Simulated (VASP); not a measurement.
# PbO2 (Fm-3m) in VASP: a series of runs, part 2 of 2

VASP 6.6.1.

## Step 5: Single point, r2SCAN

This run uses another cell than the first one, of 11.77 Å³/atom, 1.095 times its volume.

Input file POSCAR:

```
PbO2
1.0
    0.0000000000      2.6038196678      2.6038196678
    2.6038196678      0.0000000000      2.6038196678
    2.6038196678      2.6038196678      0.0000000000
Pb O
1 2
Direct
    0.0000000000      0.0000000000      0.0000000000
    0.2500000000      0.2500000000      0.2500000000
    0.7500000000      0.7500000000      0.7500000000
```

Input file INCAR.step1:

```
ALGO = Normal
EDIFF = 1E-4
ENCUT = 520
GGA = PE
ISMEAR = -1
LASPH = T
LCHARG = F
LREAL = F
LWAVE = T
NBANDS = 20
NELM = 60
PREC = Accurate
SIGMA = 0.02
```

Input file INCAR.step2:

```
ALGO = Normal
EDIFF = 1E-6
ENCUT = 520
ISIF = 2
ISMEAR = -1
ISTART = 1
LASPH = T
LCHARG = F
LMIXTAU = T
LREAL = F
LWAVE = F
METAGGA = R2SCAN
NBANDS = 20
NELM = 60
PREC = Accurate
SIGMA = 0.02
```

Input file KPOINTS:

```
k-points
0
Gamma
  6 6 6
```

Potentials or basis: VASP PAW PBE potentials, release 64 (Pb_d, O).

The run is started by

```
$ cat potpaw_PBE.64/Pb_d/POTCAR potpaw_PBE.64/O/POTCAR > POTCAR
$ cp INCAR.step1 INCAR
$ mpirun -np 1 vasp_std > vasp.out
$ cp INCAR.step2 INCAR
$ mpirun -np 1 vasp_std > vasp.out
```

OUTCAR:

```text
EDIFF = 1E-6
   ENCUT = 520
   ISIF = 2
   ISMEAR = -1
   ISTART = 1
   LASPH = T
   LREAL = F
   METAGGA = R2SCAN
   NELM = 60
   PREC = Accurate

 ion  position               nearest neighbor table
   1  0.000  0.000  0.000-   3 2.25   3 2.25   3 2.25   2 2.25   3 2.25   2 2.25   2 2.25   2 2.25

   2  0.250  0.250  0.250-   1 2.25   1 2.25   1 2.25   1 2.25
   3  0.750  0.750  0.750-   1 2.25   1 2.25   1 2.25   1 2.25

  LATTYP: Found a face centered cubic cell.
 ALAT       =     5.2076393356

  Lattice vectors:

 A1 = (   0.0000000000,   2.6038196678,   2.6038196678)
 A2 = (   2.6038196678,   0.0000000000,   2.6038196678)
 A3 = (   2.6038196678,   2.6038196678,   0.0000000000)

Analysis of symmetry for initial positions (statically):
=====================================================================
 Subroutine PRICEL returns:
 Original cell was already a primitive cell.

 Routine SETGRP: Setting up the symmetry group for a
 face centered cubic supercell.

 Subroutine GETGRP returns: Found 48 space group operations
 (whereof 48 operations were pure point group operations)
 out of a pool of 48 trial point group operations.

The static configuration has the point symmetry O_h .

Analysis of symmetry for dynamics (positions and initial velocities):
=====================================================================
 Subroutine PRICEL returns:
 Original cell was already a primitive cell.

 Routine SETGRP: Setting up the symmetry group for a
 face centered cubic supercell.

 Subroutine GETGRP returns: Found 48 space group operations
 (whereof 48 operations were pure point group operations)
 out of a pool of 48 trial point group operations.

The dynamic configuration has the point symmetry O_h .

 Subroutine INISYM returns: Found 48 space group operations
 (whereof 48 operations are pure point group operations),
 and found     1 'primitive' translations

----------------------------------------------------------------------------------------

                                     Primitive cell

  volume of cell :      35.3072

  direct lattice vectors                    reciprocal lattice vectors
     0.000000000  2.603819668  2.603819668    -0.192025587  0.192025587  0.192025587
     2.603819668  0.000000000  2.603819668     0.192025587 -0.192025587  0.192025587
     2.603819668  2.603819668  0.000000000     0.192025587  0.192025587 -0.192025587

  length of vectors
     3.682357088  3.682357088  3.682357088     0.332598073  0.332598073  0.332598073

  position of ions in fractional coordinates (direct lattice)
     0.000000000  0.000000000  0.000000000
     0.250000000  0.250000000  0.250000000
     0.750000000  0.750000000  0.750000000

  ion indices of the primitive-cell ions
   primitive index   ion index
                 1           1
                 2           2
                 3           3

----------------------------------------------------------------------------------------

 KPOINTS: k-points

Automatic generation of k-mesh.
 Grid dimensions read from file:
 generate k-points for:    6    6    6

 Generating k-lattice:

  Cartesian coordinates                     Fractional coordinates (reciprocal lattice)
    -0.032004264  0.032004264  0.032004264     0.166666667  0.000000000  0.000000000
     0.032004264 -0.032004264  0.032004264     0.000000000  0.166666667  0.000000000
     0.032004264  0.032004264 -0.032004264     0.000000000  0.000000000  0.166666667

  Length of vectors
     0.055433012  0.055433012  0.055433012

  Shift w.r.t. Gamma in fractional coordinates (k-lattice)
     0.000000000  0.000000000  0.000000000

 Subroutine IBZKPT returns following result:
 ===========================================

 Found     16 irreducible k-points:

 Following reciprocal coordinates:
            Coordinates               Weight
  0.000000  0.000000  0.000000      1.000000
  0.166667  0.000000  0.000000      8.000000
  0.333333  0.000000  0.000000      8.000000
  0.500000  0.000000  0.000000      4.000000
  0.166667  0.166667  0.000000      6.000000
  0.333333  0.166667  0.000000     24.000000
[... 8 lines left out ...]
 -0.333333  0.333333  0.166667     24.000000
 -0.333333  0.500000  0.166667     12.000000
   k-points           NKPTS =     16   k-points in BZ     NKDIM =     16   number of bands    NBANDS=     20
   number of dos      NEDOS =    301   number of ions     NIONS =      3
   total plane-waves  NPLWV =  21952
   dimension x,y,z NGX =    28 NGY =   28 NGZ =   28
   dimension x,y,z NGXF=    56 NGYF=   56 NGZF=   56
   ions per type =               1   2
   NGX,Y,Z   is equivalent  to a cutoff of  12.64, 12.64, 12.64 a.u.
   NGXF,Y,Z  is equivalent  to a cutoff of  25.28, 25.28, 25.28 a.u.
 SYSTEM =  unknown system
   PREC   = accura    normal or accurate (medium, high low for compatibility)
   ISTART =      1    job   : 0-new  1-cont  2-samecut
   ICHARG =      0    charge: 1-file 2-atom 10-const
   ISPIN  =      1    spin polarized calculation?
   LNONCOLLINEAR =      F non collinear calculations
   LSORBIT =      F    spin-orbit coupling
   LASPH  =      T    aspherical Exc in radial PAW
   ENCUT  =  520.0 eV  38.22 Ry    6.18 a.u.   6.85  6.85  6.85*2*pi/ulx,y,z
   NELM   =     60;   NELMIN=  2; NELMDL=  0     # of ELM steps
   EDIFF  = 0.1E-05   stopping-criterion for ELM
   LREAL  =      F    real-space projection
   EDIFFG = 0.1E-04   stopping-criterion for IOM
   NSW    =      0    number of steps for IOM
   IBRION =     -1    ionic relax: 0-MD 1-quasi-New 2-CG
   NFREE  =      0    steps in history (QN), initial steepest desc. (CG)
   ISIF   =      2    stress and relaxation
   ISYM   =      2    0-nonsym 1-usesym 2-fastsym
   POTIM  = 0.5000    time-step for ionic-motion
   TEBEG  =    0.0;   TEEND  =   0.0 temperature during run
   PSTRESS=    0.0 pullay stress
   NELECT =      26.0000    total number of electrons
   NUPDOWN=      -1.0000    fix difference up-down
   EMIN   =  10.00;   EMAX   =-10.00  energy-range for DOS
   EFERMI =   0.00;   METHOD = LEGACY
   ISMEAR =    -1;   SIGMA  =   0.02  broadening in eV -4-tet -1-fermi 0-gaus
   EFERMI_NEDOS =   21; number of points for ismear=-14 and -15
   IALGO  =     38    algorithm
   IMIX   =      4    mixing-type and parameters
     AMIX     =   0.40;   BMIX     =  1.00
     AMIX_MAG =   1.60;   BMIX_MAG =  1.00
  volume/ion in A,a.u.               =      11.77        79.42
  Fermi-wavevector in a.u.,A,eV,Ry     =   1.478354  2.793684 29.735940  2.185530
  Thomas-Fermi vector in A             =   2.592645
   LORBIT       =      0    0 simple, 1 ext, 2 COOP (PROOUT), +10 PAW based schemes
   METAGGA = R2SCAN    functional components
   LHFCALC =     F    Hartree Fock is set to
   AEXX    =    0.0000 exact exchange contribution
   IVDW    =     0    specifies the selected vdW correction
   LEPSILON=     F    determine dielectric tensor
   LRPA    =     F    only Hartree local field effects (RPA)
 non-spin polarized calculation
  energy-cutoff  :      520.00
  volume of cell :       35.31
 maximum number of plane-waves:       960
   NGX = 13   NGY = 13   NGZ = 13

 number of electron      26.0000001 magnetization

 Free energy of the ion-electron system (eV)
  ---------------------------------------------------
  ext. energy  EPLUGINS =         0.00000000
  ---------------------------------------------------
  free energy    TOTEN  =       -70.68055342 eV

  energy without entropy =      -70.67991566  energy(sigma->0) =      -70.68023454

 E-fermi :   6.8328     XC(G=0): -12.5641

 val. band max:        6.7847874404   @ k =  -0.3333   0.5000   0.1667
 cond. band min:       7.8672754639   @ k =   0.1667   0.1667   0.0000
 fundamental gap:      1.0824880235
 Fermi energy:         6.8327500087

 k-point     1 :       0.0000    0.0000    0.0000
  band No.  band energies     occupation
      1     -13.6329      2.00000
      2     -10.1631      2.00000
      3      -9.5693      2.00000
      4      -9.5693      2.00000
      5      -9.5693      2.00000
      6      -9.1668      2.00000
[... 12 lines left out ...]
     19      23.9331      0.00000
     20      23.9331      0.00000
[... 323 lines left out ...]
 k-point    16 :      -0.3333    0.5000    0.1667
  band No.  band energies     occupation
      1     -12.3663      2.00000
      2     -12.1132      2.00000
      3      -9.3150      2.00000
      4      -9.1830      2.00000
      5      -9.1218      2.00000
      6      -8.6930      2.00000
[... 12 lines left out ...]
     19      24.9011      0.00000
     20      25.1472      0.00000

------------------------ aborting loop because EDIFF is reached ----------------------------------------

  FORCE on cell =-STRESS in cart. coord.  units (eV):
  Direction    XX          YY          ZZ          XY          YZ          ZX
  --------------------------------------------------------------------------------------
  -------------------------------------------------------------------------------------
  Total        2.9512687      2.9512687      2.9512687      0.0000000      0.0000000     -0.0000000
  in kB      133.9234494    133.9234494    133.9234494      0.0000000      0.0000000     -0.0000000
  external PRESSURE =     133.9234494 kB  Pullay stress =       0.0000000 kB

 VOLUME and BASIS-vectors are now :
 -----------------------------------------------------------------------------
  energy-cutoff  :      520.00
  volume of cell :       35.31
      direct lattice vectors                 reciprocal lattice vectors
     0.000000000  2.603819668  2.603819668    -0.192025587  0.192025587  0.192025587
     2.603819668  0.000000000  2.603819668     0.192025587 -0.192025587  0.192025587
     2.603819668  2.603819668  0.000000000     0.192025587  0.192025587 -0.192025587

 POSITION                                       TOTAL-FORCE (eV/Angst)
 -----------------------------------------------------------------------------------
      0.00000      0.00000      0.00000         0.000000      0.000000      0.000000
      1.30191      1.30191      1.30191        -0.000000     -0.000000     -0.000000
      3.90573      3.90573      3.90573         0.000000      0.000000      0.000000
 -----------------------------------------------------------------------------------
    total drift:                                0.000000     -0.000000      0.000000

  FREE ENERGIE OF THE ION-ELECTRON SYSTEM (eV)
  ---------------------------------------------------
  free  energy   TOTEN  =       -70.6805534240 eV

  energy  without entropy=      -70.6799156604  energy(sigma->0) =      -70.68023454
```

OUTCAR.step1:

```text
EDIFF = 1E-4
   ENCUT = 520
   GGA = PE
   ISMEAR = -1
   LASPH = T
[... 581 lines left out ...]
      0.00000      0.00000      0.00000        -0.000000     -0.000000     -0.000000
      1.30191      1.30191      1.30191        -0.000000     -0.000000     -0.000000
      3.90573      3.90573      3.90573         0.000000      0.000000      0.000000
 -----------------------------------------------------------------------------------
    total drift:                                0.000000     -0.000000      0.000000

  FREE ENERGIE OF THE ION-ELECTRON SYSTEM (eV)
  ---------------------------------------------------
  free  energy   TOTEN  =       -15.3666522025 eV

  energy  without entropy=      -15.3660143161  energy(sigma->0) =      -15.36633326
```

OSZICAR.step1:

```text
N       E                     dE             d eps       ncg     rms          rms(c)
DAV:   1     0.262023101119E+03    0.26202E+03   -0.13956E+04   664   0.165E+03
DAV:   2     0.500715044934E+01   -0.25702E+03   -0.24585E+03   688   0.437E+02
DAV:   3    -0.176925505893E+02   -0.22700E+02   -0.22359E+02   748   0.131E+02
DAV:   4    -0.183276012383E+02   -0.63505E+00   -0.63429E+00   736   0.219E+01
DAV:   5    -0.183456377583E+02   -0.18037E-01   -0.18035E-01   816   0.399E+00    0.101E+01
DAV:   6    -0.153625077926E+02    0.29831E+01   -0.11083E+01   956   0.457E+01    0.277E+00
DAV:   7    -0.153771689284E+02   -0.14661E-01   -0.56306E-01   684   0.725E+00    0.173E+00
DAV:   8    -0.153740395695E+02    0.31294E-02   -0.12262E-01   736   0.409E+00    0.707E-01
DAV:   9    -0.153658836219E+02    0.81559E-02   -0.24877E-02   952   0.229E+00    0.105E-01
DAV:  10    -0.153666707503E+02   -0.78713E-03   -0.35574E-03   680   0.404E-01    0.671E-02
DAV:  11    -0.153666522025E+02    0.18548E-04   -0.69144E-05   616   0.736E-02
   1 F= -.15366652E+02 E0= -.15366333E+02  d E =-.637886E-03
```

It took 33 s on 1 thread of Intel Xeon Platinum 8559C (Emerald Rapids), shared host; peak memory 0.16 GiB.

Results:

```yaml
Free_energy: -70.6806 eV
Pressure: 13.4 GPa
Band_gap_on_the_k_mesh: zero (band 13 reaches 6.78 eV, above the bottom of band 14 at 5.31 eV)
```

Levels at points of the mesh, in eV from the Fermi level:
```csv
k point,band 11,band 12,band 13,band 14,band 15,band 16
"(0.00, 0.00, 0.00)",-1.57,-1.52,-1.52,-1.52,7.93,7.93
"(0.50, 0.00, 0.00)",-3.32,-1.66,-1.66,3.63,8.02,11.17
"(0.50, 0.50, 0.00)",-0.41,-0.20,-0.20,2.49,7.64,10.04
```

Caveat: the PAW data sets were made with another functional, which shifts forces and pressure a little; spin-orbit coupling is left out, which moves the levels of the heavy elements.

## Step 6: Single point, r2SCAN

This run uses another cell than the first one, of 12.11 Å³/atom, 1.126 times its volume.

Input file POSCAR:

```
PbO2
1.0
    0.0000000000      2.6286194429      2.6286194429
    2.6286194429      0.0000000000      2.6286194429
    2.6286194429      2.6286194429      0.0000000000
Pb O
1 2
Direct
    0.0000000000      0.0000000000      0.0000000000
    0.2500000000      0.2500000000      0.2500000000
    0.7500000000      0.7500000000      0.7500000000
```

Input file INCAR.step1:

```
SYSTEM = PbO2
PREC     = Accurate       ! precision mode
ENCUT    = 520            ! plane-wave cutoff, eV
ISMEAR   = -1             ! smearing method
SIGMA    = 0.02           ! smearing width, eV
LREAL    = .FALSE.        ! projectors in reciprocal space
LASPH    = .TRUE.         ! aspherical terms in the spheres
NELM     = 80             ! most SCF steps
NBANDS   = 20             ! bands
GGA      = PE             ! functional
ALGO     = Normal         ! electronic algorithm
EDIFF    = 1E-4           ! SCF threshold, eV
LWAVE    = .TRUE.         ! write WAVECAR
LCHARG   = .FALSE.        ! write CHGCAR
```

Input file INCAR.step2:

```
SYSTEM = PbO2
PREC     = Accurate       ! precision mode
ENCUT    = 520            ! plane-wave cutoff, eV
EDIFF    = 1E-7           ! SCF threshold, eV
ISMEAR   = -1             ! smearing method
SIGMA    = 0.02           ! smearing width, eV
LREAL    = .FALSE.        ! projectors in reciprocal space
LASPH    = .TRUE.         ! aspherical terms in the spheres
NELM     = 80             ! most SCF steps
ALGO     = Normal         ! electronic algorithm
ISIF     = 2              ! what is computed and relaxed
LWAVE    = .FALSE.        ! write WAVECAR
LCHARG   = .TRUE.         ! write CHGCAR
METAGGA  = R2SCAN         ! meta-GGA
LMIXTAU  = .TRUE.       
LELF     = .TRUE.         ! ELF
LVHAR    = .TRUE.       
NBANDS   = 20             ! bands
ISTART   = 1
```

Input file KPOINTS:

```
Automatic mesh
0
G
  6 6 6
  0 0 0
```

Potentials or basis: VASP PAW PBE potentials, release 64 (Pb_d, O).

The run is started by

```
$ cat potpaw_PBE.64/Pb_d/POTCAR potpaw_PBE.64/O/POTCAR > POTCAR
$ cp INCAR.step1 INCAR
$ mpirun -np 1 vasp_std > vasp.out
$ cp INCAR.step2 INCAR
$ mpirun -np 1 vasp_std > vasp.out
```

Wall time 37 s (1 thread of Intel Xeon Platinum 8559C (Emerald Rapids), shared host); peak memory 0.17 GiB.

Results (log left out):

* Free energy: -70.7477 eV
* Pressure: 7.3 GPa
* Band gap on the k mesh: zero (band 13 reaches 6.38 eV, above the bottom of band 14 at 4.98 eV)

Levels at points of the mesh, in eV from the Fermi level:
| k point | band 11 | band 12 | band 13 | band 14 | band 15 | band 16 |
| --- | --- | --- | --- | --- | --- | --- |
| (0.00, 0.00, 0.00) | -1.82 | -1.45 | -1.45 | -1.45 | 7.84 | 7.84 |
| (0.50, 0.00, 0.00) | -3.19 | -1.62 | -1.62 | 3.41 | 7.91 | 10.92 |
| (0.50, 0.50, 0.00) | -0.37 | -0.20 | -0.20 | 2.34 | 7.42 | 9.95 |

Caveat: the PAW data sets were made with another functional, which shifts forces and pressure a little; spin-orbit coupling is left out, which moves the levels of the heavy elements.

## Step 7: The runs side by side

```tsv
cell	gap on the mesh (eV)	pressure (GPa)
a = 3.573 Å, angles 60.0°, 3 atoms	none	38.7
a = 3.610 Å, angles 60.0°, 3 atoms	none	28.9
a = 3.647 Å, angles 60.0°, 3 atoms	none	20.5
a = 3.682 Å, angles 60.0°, 3 atoms	none	13.4
a = 3.717 Å, angles 60.0°, 3 atoms	none	7.3
```

Alike in all rows: task single point; level r2SCAN; potentials or basis VASP PAW PBE potentials, release 64 (Pb_d, O); no spin polarisation; k mesh 6 × 6 × 6; cutoff (eV) 520; smearing fermi-dirac 0.02 eV.

Caveats: the PAW data sets were made with another functional, which shifts forces and pressure a little; spin-orbit coupling is left out, which moves the levels of the heavy elements.

Total energies depend on the potentials used, so only differences within one code and one set of settings carry meaning.
